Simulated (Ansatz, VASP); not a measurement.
# One calculation of CaZr2N3, two programs

```
Ca Zr N
1.0
     2.30244   -5.32087    0.00000
     2.30244    5.32087    0.00000
     0.00000    0.00000    3.47984
Ca Zr N
1 2 3
Direct
  0.00000 0.00000 0.00000
  0.64888 0.35112 0.50000
  0.35112 0.64888 0.50000
  0.15871 0.84129 0.50000
  0.84129 0.15871 0.50000
  0.50000 0.50000 0.00000
```

Change from the starting cell: species swapped into the Li2BiO3 type (Cmmm, No. 65).

Alike in both runs: functional PBE; k mesh 10 × 10 × 12; occupations gaussian, width 0.1 eV; no spin polarisation.

Ansatz relaxed the structure, and its values are those at the end. VASP's run is a single point on that final structure, the one shown.

|  | VASP | Ansatz |
| --- | --- | --- |
| version | VASP 6.6.1 | Ansatz 0.2.0 |
| potentials or method | VASP PAW PBE potentials, release 64 (Ca_sv, Zr_sv, N), cutoff 520 eV | scalar-relativistic, plane waves, PAW |
| valence electrons in the cell | 49 | 49 |

Ansatz gave:

```
gap on the k mesh at the Fermi level (eV) : none
pressure (GPa)                            : 0.0
rms of the force components (eV/Å)        : 0.004
```

Q: Which values does VASP return?

A: gap on the k mesh at the Fermi level (eV): none; pressure (GPa): 0.4; rms of the force components (eV/Å): 0.005.

A gap of «none» marks a metal or a gap that the smearing closes.
